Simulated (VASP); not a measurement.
# PtS2 (P-3m1) in VASP: further runs

The runs below take PtS2 through single point, with PBEsol.

All numbers are computed with VASP 6.6.1; they aren't measurements. Logs are shortened: lines on timing, memory, paths and dates and some standing lists are left out, and cuts for length are marked.

## 1. The cell of the first run

It takes space group P-3m1 (No. 164, trigonal). The conventional cell has a = 3.543 Å, b = 3.543 Å, c = 5.039 Å, α = 90.00°, β = 90.00°, γ = 120.00°. Within 3.2 Å of Pt (site symmetry -3m) lie 6 S at 2.40 Å. S (site symmetry 3m) has 3 Pt at 2.40 Å within 3.2 Å.

## 2. Single point, PBEsol

Input file INCAR:

```
PREC = Accurate ; ENCUT = 520
EDIFF = 1E-6 ; ISMEAR = 0
SIGMA = 0.05 ; LREAL = False
LASPH = True ; NELM = 60
ALGO = Normal ; ISIF = 2
LWAVE = False ; LCHARG = False
GGA = PS ; NBANDS = 18
```

Input file KPOINTS:

```
Automatic mesh
0
Gamma
  12 12 8
```

Input file POSCAR:

```
PtS2
1.0
    3.5431994758      0.0000000000      0.0000000000
   -1.7715997379      3.0685007567      0.0000000000
    0.0000000000      0.0000000000      5.0388000000
Pt S
1 2
Direct
    0.0000000000      0.0000000000      0.0000000000
    0.3333333333      0.6666666667      0.2500000000
    0.6666666667      0.3333333333      0.7500000000
```

Potentials or basis: VASP PAW PBE potentials, release 64 (Pt, S).

Launch:

```bash
$ cat potpaw_PBE.64/Pt/POTCAR potpaw_PBE.64/S/POTCAR > POTCAR
$ mpirun -np 1 vasp_std > vasp.out
```

OUTCAR:

```text
PREC = Accurate
   ENCUT = 520
   EDIFF = 1E-6
   ISMEAR = 0
   LREAL = False
   LASPH = True
   NELM = 60
   ISIF = 2
   GGA = PS

 ion  position               nearest neighbor table
   1  0.000  0.000  0.000-   2 2.40   3 2.40   2 2.40   3 2.40   3 2.40   2 2.40
   2  0.333  0.667  0.250-   1 2.40   1 2.40   1 2.40
   3  0.667  0.333  0.750-   1 2.40   1 2.40   1 2.40

  LATTYP: Found a hexagonal cell.
 ALAT       =     3.5431994758
 C/A-ratio  =     1.4221045229

  Lattice vectors:

 A1 = (   3.5431994758,   0.0000000000,   0.0000000000)
 A2 = (  -1.7715997379,   3.0685007567,   0.0000000000)
 A3 = (   0.0000000000,   0.0000000000,   5.0388000000)

Analysis of symmetry for initial positions (statically):
=====================================================================
 Subroutine PRICEL returns:
 Original cell was already a primitive cell.

 Routine SETGRP: Setting up the symmetry group for a
 hexagonal supercell.

 Subroutine GETGRP returns: Found 12 space group operations
 (whereof 12 operations were pure point group operations)
 out of a pool of 24 trial point group operations.

The static configuration has the point symmetry D_3d.

Analysis of symmetry for dynamics (positions and initial velocities):
=====================================================================
 Subroutine PRICEL returns:
 Original cell was already a primitive cell.

 Routine SETGRP: Setting up the symmetry group for a
 hexagonal supercell.

 Subroutine GETGRP returns: Found 12 space group operations
 (whereof 12 operations were pure point group operations)
 out of a pool of 24 trial point group operations.

The dynamic configuration has the point symmetry D_3d.

 Subroutine INISYM returns: Found 12 space group operations
 (whereof 12 operations are pure point group operations),
 and found     1 'primitive' translations

----------------------------------------------------------------------------------------

                                     Primitive cell

  volume of cell :      54.7834

  direct lattice vectors                    reciprocal lattice vectors
     3.543199476  0.000000000  0.000000000     0.282230794  0.162946025  0.000000000
    -1.771599738  3.068500757  0.000000000     0.000000000  0.325892049  0.000000000
     0.000000000  0.000000000  5.038800000     0.000000000  0.000000000  0.198459951

  length of vectors
     3.543199476  3.543199476  5.038800000     0.325892049  0.325892049  0.198459951

  position of ions in fractional coordinates (direct lattice)
     0.000000000  0.000000000  0.000000000
     0.333333333  0.666666667  0.250000000
     0.666666667  0.333333333  0.750000000

  ion indices of the primitive-cell ions
   primitive index   ion index
                 1           1
                 2           2
                 3           3

----------------------------------------------------------------------------------------

 KPOINTS: Automatic mesh

Automatic generation of k-mesh.
 Grid dimensions read from file:
 generate k-points for:   12   12    8

 Generating k-lattice:

  Cartesian coordinates                     Fractional coordinates (reciprocal lattice)
     0.023519233  0.013578835  0.000000000     0.083333333  0.000000000  0.000000000
     0.000000000  0.027157671  0.000000000     0.000000000  0.083333333  0.000000000
     0.000000000  0.000000000  0.024807494     0.000000000  0.000000000  0.125000000

  Length of vectors
     0.027157671  0.027157671  0.024807494

  Shift w.r.t. Gamma in fractional coordinates (k-lattice)
     0.000000000  0.000000000  0.000000000

 Subroutine IBZKPT returns following result:
 ===========================================

 Found    131 irreducible k-points:

 Following reciprocal coordinates:
            Coordinates               Weight
  0.000000  0.000000  0.000000      1.000000
  0.083333  0.000000  0.000000      6.000000
  0.166667  0.000000  0.000000      6.000000
  0.250000 -0.000000  0.000000      6.000000
  0.333333 -0.000000  0.000000      6.000000
  0.416667 -0.000000  0.000000      6.000000
[... 16 lines left out ...]
  0.166667  0.000000  0.125000      6.000000
  0.000000  0.166667  0.125000      6.000000
 [... further k-points ...]
   k-points           NKPTS =    131   k-points in BZ     NKDIM =    131   number of bands    NBANDS=     18
   number of dos      NEDOS =    301   number of ions     NIONS =      3
   total plane-waves  NPLWV =  31360
   dimension x,y,z NGX =    28 NGY =   28 NGZ =   40
   dimension x,y,z NGXF=    56 NGYF=   56 NGZF=   80
   ions per type =               1   2
   NGX,Y,Z   is equivalent  to a cutoff of  13.14, 13.14, 13.20 a.u.
   NGXF,Y,Z  is equivalent  to a cutoff of  26.28, 26.28, 26.39 a.u.
 SYSTEM =  unknown system
   PREC   = accura    normal or accurate (medium, high low for compatibility)
   ISTART =      0    job   : 0-new  1-cont  2-samecut
   ICHARG =      2    charge: 1-file 2-atom 10-const
   ISPIN  =      1    spin polarized calculation?
   LNONCOLLINEAR =      F non collinear calculations
   LSORBIT =      F    spin-orbit coupling
   LASPH  =      T    aspherical Exc in radial PAW
   ENCUT  =  520.0 eV  38.22 Ry    6.18 a.u.   6.59  6.59  9.37*2*pi/ulx,y,z
   NELM   =     60;   NELMIN=  2; NELMDL= -5     # of ELM steps
   EDIFF  = 0.1E-05   stopping-criterion for ELM
   LREAL  =      F    real-space projection
   EDIFFG = 0.1E-04   stopping-criterion for IOM
   NSW    =      0    number of steps for IOM
   IBRION =     -1    ionic relax: 0-MD 1-quasi-New 2-CG
   NFREE  =      0    steps in history (QN), initial steepest desc. (CG)
   ISIF   =      2    stress and relaxation
   ISYM   =      2    0-nonsym 1-usesym 2-fastsym
   POTIM  = 0.5000    time-step for ionic-motion
   TEBEG  =    0.0;   TEEND  =   0.0 temperature during run
   PSTRESS=    0.0 pullay stress
   NELECT =      22.0000    total number of electrons
   NUPDOWN=      -1.0000    fix difference up-down
   EMIN   =  10.00;   EMAX   =-10.00  energy-range for DOS
   EFERMI =   0.00;   METHOD = LEGACY
   ISMEAR =     0;   SIGMA  =   0.05  broadening in eV -4-tet -1-fermi 0-gaus
   EFERMI_NEDOS =   21; number of points for ismear=-14 and -15
   IALGO  =     38    algorithm
   IMIX   =      4    mixing-type and parameters
     AMIX     =   0.40;   BMIX     =  1.00
     AMIX_MAG =   1.60;   BMIX_MAG =  1.00
  volume/ion in A,a.u.               =      18.26       123.23
  Fermi-wavevector in a.u.,A,eV,Ry     =   1.207812  2.282434 19.848319  1.458810
  Thomas-Fermi vector in A             =   2.343439
   LORBIT       =      0    0 simple, 1 ext, 2 COOP (PROOUT), +10 PAW based schemes
   GGA     = PS    functional components
   LHFCALC =     F    Hartree Fock is set to
   AEXX    =    0.0000 exact exchange contribution
   IVDW    =     0    specifies the selected vdW correction
   LEPSILON=     F    determine dielectric tensor
   LRPA    =     F    only Hartree local field effects (RPA)
 non-spin polarized calculation
 Gauss-broadening in eV      SIGMA  =   0.05
  energy-cutoff  :      520.00
  volume of cell :       54.78
 maximum number of plane-waves:      1507
 NGX is ok and might be reduce to    28
   NGX = 13   NGY = 13   NGZ = 19

 number of electron      22.0000000 magnetization

 Free energy of the ion-electron system (eV)
  ---------------------------------------------------
  ext. energy  EPLUGINS =         0.00000000
  ---------------------------------------------------
  free energy    TOTEN  =       -16.96483064 eV

  energy without entropy =      -16.96483064  energy(sigma->0) =      -16.96483064

 E-fermi :   7.0041     XC(G=0): -10.8858

 val. band max:        6.7924257271   @ k =   0.0000   0.0000   0.0000
 cond. band min:       7.2815806465   @ k =  -0.0833   0.3333   0.2500
 fundamental gap:      0.4891549194
 Fermi energy:         7.0040635766

 k-point     1 :       0.0000    0.0000    0.0000
  band No.  band energies     occupation
      1      -8.5020      2.00000
      2      -5.6361      2.00000
      3      -0.3470      2.00000
      4       0.2945      2.00000
      5       0.2945      2.00000
      6       2.9505      2.00000
[... 10 lines left out ...]
     17      14.6852      0.00000
     18      19.6110      0.00000

 k-point     2 :       0.0833    0.0000    0.0000
  band No.  band energies     occupation
      1      -8.4139      2.00000
      2      -5.6742      2.00000
      3      -0.2488      2.00000
      4       0.3488      2.00000
      5       0.3494      2.00000
      6       2.8198      2.00000
[... 10 lines left out ...]
     17      14.9589      0.00000
     18      18.0413      0.00000

 k-point     3 :       0.1667    0.0000    0.0000
  band No.  band energies     occupation
      1      -8.1591      2.00000
      2      -5.7780      2.00000
      3       0.0268      2.00000
      4       0.4950      2.00000
      5       0.5182      2.00000
      6       2.3658      2.00000
[... 10 lines left out ...]
     17      15.6237      0.00000
     18      16.4641      0.00000

 k-point     4 :       0.2500   -0.0000    0.0000
  band No.  band energies     occupation
      1      -7.7676      2.00000
      2      -5.9214      2.00000
      3       0.3690      2.00000
      4       0.6795      2.00000
      5       0.8344      2.00000
      6       1.6179      2.00000
[... 375 lines left out ...]
      4       0.3432      2.00000
      5       0.4090      2.00000
      6       2.7976      2.00000
[... 10 lines left out ...]
     17      15.1238      0.00000
     18      17.3815      0.00000

 k-point    23 :       0.1667    0.0000    0.1250
  band No.  band energies     occupation
      1      -8.1041      2.00000
      2      -5.8961      2.00000
      3       0.1183      2.00000
      4       0.5180      2.00000
      5       0.5666      2.00000
      6       2.4140      2.00000
[... 10 lines left out ...]
     17      15.2332      0.00000
     18      16.2702      0.00000

 k-point    24 :       0.0000    0.1667    0.1250
  band No.  band energies     occupation
      1      -8.1120      2.00000
      2      -5.8714      2.00000
      3      -0.0308      2.00000
      4       0.4763      2.00000
      5       0.7157      2.00000
      6       2.2845      2.00000
[... 10 lines left out ...]
     17      15.9961      0.00000
     18      16.0060      0.00000

 [... further k-points ...]

------------------------ aborting loop because EDIFF is reached ----------------------------------------

  FORCE on cell =-STRESS in cart. coord.  units (eV):
  Direction    XX          YY          ZZ          XY          YZ          ZX
  --------------------------------------------------------------------------------------
  -------------------------------------------------------------------------------------
  Total       -0.7923008     -0.7923008     -1.5702485      0.0000000      0.0000000      0.0000000
  in kB      -23.1713715    -23.1713715    -45.9229746      0.0000000      0.0000000      0.0000000
  external PRESSURE =     -30.7552392 kB  Pullay stress =       0.0000000 kB

 VOLUME and BASIS-vectors are now :
 -----------------------------------------------------------------------------
  energy-cutoff  :      520.00
  volume of cell :       54.78
      direct lattice vectors                 reciprocal lattice vectors
     3.543199476  0.000000000  0.000000000     0.282230794  0.162946025  0.000000000
    -1.771599738  3.068500757  0.000000000     0.000000000  0.325892049  0.000000000
     0.000000000  0.000000000  5.038800000     0.000000000  0.000000000  0.198459951

 POSITION                                       TOTAL-FORCE (eV/Angst)
 -----------------------------------------------------------------------------------
      0.00000      0.00000      0.00000         0.000000      0.000000      0.000000
     -0.00000      2.04567      1.25970        -0.000000      0.000000     -0.592227
      1.77160      1.02283      3.77910         0.000000      0.000000      0.592227
 -----------------------------------------------------------------------------------
    total drift:                               -0.000000     -0.000000     -0.000000

  FREE ENERGIE OF THE ION-ELECTRON SYSTEM (eV)
  ---------------------------------------------------
  free  energy   TOTEN  =       -16.9648306378 eV

  energy  without entropy=      -16.9648306378  energy(sigma->0) =      -16.96483064
```

Run time: 2.2 min. Hardware: 1 thread of AMD EPYC 7R13 (Zen 3), shared host; peak memory 0.24 GiB.

Results:

| Quantity | Value |
| --- | --- |
| Free energy | -16.9648 eV |
| Pressure | -3.1 GPa |
| Largest force | 0.592 eV/Å |
| Band gap on the k mesh | 0.49 eV, indirect (least direct gap 0.73 eV) |

Forces on the atoms (eV/Å):
```
Pt   0.000  0.000  0.000
S    0.000  0.000 -0.592
S    0.000  0.000  0.592
```

Stress tensor (GPa, compression positive):
```
-2.32  0.00  0.00
 0.00 -2.32  0.00
 0.00  0.00 -4.59
```

Caveat: the PAW data sets were made with another functional, which shifts forces and pressure a little; spin-orbit coupling is left out, which moves the levels of the heavy elements. A k mesh can miss the band edges.

## 3. Single point, PBEsol

Input file INCAR:

```
SYSTEM = PtS2
PREC = Accurate
ENCUT = 520
EDIFF = 1E-7
ISMEAR = 0
SIGMA = 0.05
LREAL = .False.
LASPH = .True.
NELM = 80
ALGO = Normal
ISIF = 2
LWAVE = .False.
LCHARG = .False.
GGA = PS
NBANDS = 18
```

Input file KPOINTS:

```
Automatic mesh
0
Gamma
  12 12 8
  0 0 0
```

POSCAR is that of step 2.

Potentials or basis: VASP PAW PBE potentials, release 64 (Pt, S).

Launch:

```bash
$ cat potpaw_PBE.64/Pt/POTCAR potpaw_PBE.64/S/POTCAR > POTCAR
$ mpirun -np 1 vasp_std > vasp.out
```

Wall time 2.4 min (1 thread of AMD EPYC 7R13 (Zen 3), shared host); peak memory 0.24 GiB.

It converged, with:

| Quantity | Value |
| --- | --- |
| Free energy | -16.9648 eV |
| Pressure | -3.1 GPa |
| Largest force | 0.592 eV/Å |
| Band gap on the k mesh | 0.49 eV, indirect (least direct gap 0.73 eV) |

Forces on the atoms (eV/Å):
```
Pt   0.000  0.000  0.000
S    0.000  0.000 -0.592
S    0.000  0.000  0.592
```

Stress tensor (GPa, compression positive):
```
-2.34  0.00  0.00
 0.00 -2.34  0.00
 0.00  0.00 -4.61
```

Levels at points of the mesh, in eV from the valence-band top:
```csv
k point,band 7,band 8,band 9,band 10,band 11,band 12,band 13,band 14,band 15,band 16
"(0.00, 0.00, 0.00)",-3.84,-2.27,-1.13,-1.13,0.00,1.74,1.74,4.34,5.09,7.89
"(0.50, 0.00, 0.00)",-3.57,-3.26,-3.10,-3.04,-2.57,1.21,2.39,5.30,6.20,7.72
"(0.00, 0.00, 0.50)",-3.87,-2.94,-1.46,-1.46,-1.30,2.42,2.42,5.37,6.85,7.55
"(0.50, 0.00, 0.50)",-3.32,-3.11,-2.77,-2.71,-1.52,1.34,2.03,4.84,5.07,7.27
```

Caveat: the PAW data sets were made with another functional, which shifts forces and pressure a little; spin-orbit coupling is left out, which moves the levels of the heavy elements. As with any semilocal functional, this PBEsol gap is likely too small.
